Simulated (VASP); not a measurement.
Input of a VASP 6.6.1 run:

Contents of POSCAR.step1:

```
AlN
1.0
    3.0166592133      0.0000000000      0.0000000000
   -1.5083296066      2.6125035133      0.0000000000
    0.0000000000      0.0000000000      4.8268485517
Al N
2 2
Direct
    0.6666666667      0.3333333333      0.5000000000
    0.3333333333      0.6666666667      0.0000000000
    0.6666666667      0.3333333333      0.8800000000
    0.3333333333      0.6666666667      0.3800000000
```

File POSCAR.step2:

```
AlN
1.0
    3.0494515564      0.0000000000      0.0000000000
   -1.5247257782      2.6409025155      0.0000000000
    0.0000000000      0.0000000000      4.8793184075
Al N
2 2
Direct
    0.6666666667      0.3333333333      0.5000000000
    0.3333333333      0.6666666667      0.0000000000
    0.6666666667      0.3333333333      0.8800000000
    0.3333333333      0.6666666667      0.3800000000
```

File POSCAR.step3:

```
AlN
1.0
    3.0815534056      0.0000000000      0.0000000000
   -1.5407767028      2.6687035324      0.0000000000
    0.0000000000      0.0000000000      4.9306834286
Al N
2 2
Direct
    0.6666666667      0.3333333333      0.5000000000
    0.3333333333      0.6666666667      0.0000000000
    0.6666666667      0.3333333333      0.8800000000
    0.3333333333      0.6666666667      0.3800000000
```

File POSCAR.step4:

```
AlN
1.0
    3.1130000000      0.0000000000      0.0000000000
   -1.5565000000      2.6959370820      0.0000000000
    0.0000000000      0.0000000000      4.9810000000
Al N
2 2
Direct
    0.6666666667      0.3333333333      0.5000000000
    0.3333333333      0.6666666667      0.0000000000
    0.6666666667      0.3333333333      0.8800000000
    0.3333333333      0.6666666667      0.3800000000
```

File POSCAR.step5:

```
AlN
1.0
    3.1438237868      0.0000000000      0.0000000000
   -1.5719118934      2.7226312644      0.0000000000
    0.0000000000      0.0000000000      5.0303200392
Al N
2 2
Direct
    0.6666666667      0.3333333333      0.5000000000
    0.3333333333      0.6666666667      0.0000000000
    0.6666666667      0.3333333333      0.8800000000
    0.3333333333      0.6666666667      0.3800000000
```

File POSCAR.step6:

```
AlN
1.0
    3.1740547162      0.0000000000      0.0000000000
   -1.5870273581      2.7488120173      0.0000000000
    0.0000000000      0.0000000000      5.0786914685
Al N
2 2
Direct
    0.6666666667      0.3333333333      0.5000000000
    0.3333333333      0.6666666667      0.0000000000
    0.6666666667      0.3333333333      0.8800000000
    0.3333333333      0.6666666667      0.3800000000
```

Contents of POSCAR.step7:

```
AlN
1.0
    3.2037204984      0.0000000000      0.0000000000
   -1.6018602492      2.7745033383      0.0000000000
    0.0000000000      0.0000000000      5.1261586260
Al N
2 2
Direct
    0.6666666667      0.3333333333      0.5000000000
    0.3333333333      0.6666666667      0.0000000000
    0.6666666667      0.3333333333      0.8800000000
    0.3333333333      0.6666666667      0.3800000000
```

The input INCAR:

```
GGA = PE
ISMEAR = 0
SIGMA = 0.03
LWAVE = F
LCHARG = F
ISIF = 2
NSW = 0
PREC = Accurate
LASPH = T
LREAL = F
ALGO = Normal
EDIFF = 1E-7
NELM = 120
GGA_COMPAT = F
ENCUT = 840
EFERMI = MIDGAP
```

Contents of KPOINTS:

```
Automatic mesh
0
Gamma
  13 13 7
  0 0 0
```

Potentials or basis: VASP PAW PBE potentials, release 64 (Al, N).

The run is started by

```console
$ cat potpaw_PBE.64/Al/POTCAR potpaw_PBE.64/N/POTCAR > POTCAR
$ cp POSCAR.step1 POSCAR
$ mpirun -np 1 vasp_std > vasp.out
$ cp POSCAR.step2 POSCAR
$ mpirun -np 1 vasp_std > vasp.out
$ cp POSCAR.step3 POSCAR
$ mpirun -np 1 vasp_std > vasp.out
$ cp POSCAR.step4 POSCAR
$ mpirun -np 1 vasp_std > vasp.out
$ cp POSCAR.step5 POSCAR
$ mpirun -np 1 vasp_std > vasp.out
$ cp POSCAR.step6 POSCAR
$ mpirun -np 1 vasp_std > vasp.out
$ cp POSCAR.step7 POSCAR
$ mpirun -np 1 vasp_std > vasp.out
```

Problem. Predict the pressure derivative of the bulk modulus.

Solution. 3.9.

Problem. What does it give for the equilibrium volume?

Solution. 10.64 Å³/atom.

Energy against volume, from the lowest point:
```csv
volume (Å³/atom),energy (meV/atom)
9.510,86.32
9.824,42.24
10.137,14.61
10.451,1.18
10.764,0.00
11.078,9.42
11.391,27.99
```

Caveat: the cell was scaled at fixed shape and fractional positions, which overstates the stiffness of a crystal with free parameters, most of all of layers and chains.
